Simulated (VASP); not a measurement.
Set up this calculation in VASP 6.6.1, as the native input.

* Task: single point
* Functional: PBE
* Potentials or basis: VASP PAW PBE potentials, release 64 (Zr_sv)
* Cutoff: 520 eV
* k mesh: 6 × 6 × 2
* Occupations: gaussian, width 0.1 eV
* Spin: no spin polarisation
* Dipole correction: no
* Further INCAR settings: ALGO = Normal; EDIFF = 1e-07; NBANDS = 32

The structure of Zr lies in POSCAR:

```
Zr
1.0
    3.2208983504      0.0000000000      0.0000000000
   -1.6104491752      2.7893797945      0.0000000000
    0.0000000000      0.0000000000     10.4097738488
Zr
4
Direct
    0.0000000000      0.0000000000      0.0000000000
    0.0000000000      0.0000000000      0.5000000000
    0.3333333333      0.6666666667      0.7500000000
    0.6666666667      0.3333333333      0.2500000000
```

One way to write it, as run:

INCAR

```
SYSTEM = Zr
ALGO = Normal
EDIFF = 1E-7
ENCUT = 520
GGA = PE
ISIF = 2
ISMEAR = 0
LASPH = .True.
LCHARG = .False.
LREAL = .False.
LWAVE = .False.
NBANDS = 32
NELM = 80
PREC = Accurate
SIGMA = 0.1
```

KPOINTS

```
k-points
0
Gamma
  6 6 2
  0 0 0
```

Potentials or basis: VASP PAW PBE potentials, release 64 (Zr_sv).

Run with:

```console
$ cat potpaw_PBE.64/Zr_sv/POTCAR > POTCAR
$ mpirun -np 1 vasp_std > vasp.out
```

It gave:

The pressure is 0.0 GPa and the band gap on the k mesh is zero (bands 24 and 25 overlap by 0.99 eV).

Caveat: the k points lie up to 0.38 Å⁻¹ apart, too coarse for converged energies and pressures of a metal.

Wall time 34 s on 1 thread of Intel(R) Xeon(R) Platinum 8259CL CPU @ 2.50GHz (Skylake/Cascade Lake) (shared host), peak memory 0.2 GiB.
